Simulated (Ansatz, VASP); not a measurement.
# Sr: VASP beside Ansatz

INCAR

```
  ALGO = Normal
  EDIFF = 1E-7
  ENCUT = 520
  GGA = PE
  ISIF = 2
  ISMEAR = -1
  LASPH = T
  LCHARG = T
  LELF = T
  LREAL = F
  LVHAR = T
  LWAVE = F
  NBANDS = 11
  NELM = 80
  PREC = Accurate
  SIGMA = 0.05
```

Contents of KPOINTS:

```
k-points
0
Gamma
  12 12 12
```

The input POSCAR:

```
Sr
1.0
   -2.4613750000      2.4613750000      2.4250000000
    2.4613750000     -2.4613750000      2.4250000000
    2.4613750000      2.4613750000     -2.4250000000
Sr
1
Direct
    0.0000000000      0.0000000000      0.0000000000
```

Input for Ansatz:

```yaml
crystal:
  lattice:
    - [-2.461375, 2.461375, 2.425]
    - [2.461375, -2.461375, 2.425]
    - [2.461375, 2.461375, -2.425]
  atoms:
    - { symbol: Sr, position: [0.0, 0.0, 0.0] }
kpoints:
  mp_grid: { grid: [12, 12, 12] }
scf:
  occupations: { method: fermi_dirac, width: 0.05 }
hamiltonian:
  xc: pbe
  pseudopotentials: { kind: all_electron, lapw: { basis_error: 0.00025 } }
output:
  forces: true
  stress: true
  eigenvalues: true
```

Change from the starting cell: x and y stretched by +1.5 %, z held.

Alike in both runs: task single point; functional PBE; k mesh 12 × 12 × 12; occupations fermi-dirac, width 0.05 eV; no spin polarisation.

```csv
,VASP,Ansatz
version,VASP 6.6.1,Ansatz 0.2.0
potentials or method,"VASP PAW PBE potentials, release 64 (Sr_sv), cutoff 520 eV","all-electron LAPW, scalar-relativistic"
```

|  | VASP | Ansatz | Ansatz less VASP |
| --- | --- | --- | --- |
| pressure (GPa) | -0.8 | -0.8 | 0.00 |

Ansatz ran all-electron here, and VASP with PAW potentials.
